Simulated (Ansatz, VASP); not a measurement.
SiO2: VASP beside Ansatz

```
Si O
1.0
    -2.61506    4.73787    4.43669
     2.61506   -4.73787    4.43669
     2.61506    4.73787   -4.43669
Si O
4 8
Cartesian
  0.0000 0.7908 7.4900
  0.0000 5.5287 1.3833
  2.6151 3.9471 -3.0533
  2.6151 -0.7908 3.0533
  2.6151 -2.3689 3.3527
  0.0000 7.1068 1.0840
  1.3075 5.1197 2.2183
  1.3075 4.3561 -2.2183
  1.3075 -0.3818 2.2183
  -1.3075 5.1197 2.2183
  0.0000 0.0000 0.0000
  0.0000 4.7379 0.0000
```

Alike in both runs: task single point; functional LDA; k mesh 6 × 6 × 6; occupations gaussian, width 0.02 eV; no spin polarisation.

```csv
,VASP,Ansatz
version,VASP 6.6.1,Ansatz 0.2.0
potentials or method,"VASP PAW LDA potentials, release 64 (Si, O), cutoff 520 eV","scalar-relativistic, plane waves, PAW"
valence electrons in the cell,64,64
```

Ansatz gave:

```
gap on the k mesh at the Fermi level (eV)                     : 5.43
least direct gap on the mesh (eV)                             : 5.43
pressure (GPa)                                                : 0.0
traceless stress, the component that is largest in VASP (GPa) : 0.02
rms of the force components (eV/Å)                            : 0.002
```

Question: What did VASP give for the same quantities?

Answer: gap on the k mesh at the Fermi level (eV): 5.42; least direct gap on the mesh (eV): 5.42; pressure (GPa): 0.4; traceless stress, the component that is largest in VASP (GPa): 0.07; rms of the force components (eV/Å): 0.019.

LDA's correlation is that of Perdew and Zunger in VASP and of Perdew and Wang (1992) in Ansatz. Atom by atom the forces differ by 0.018 eV/Å (rms over components).
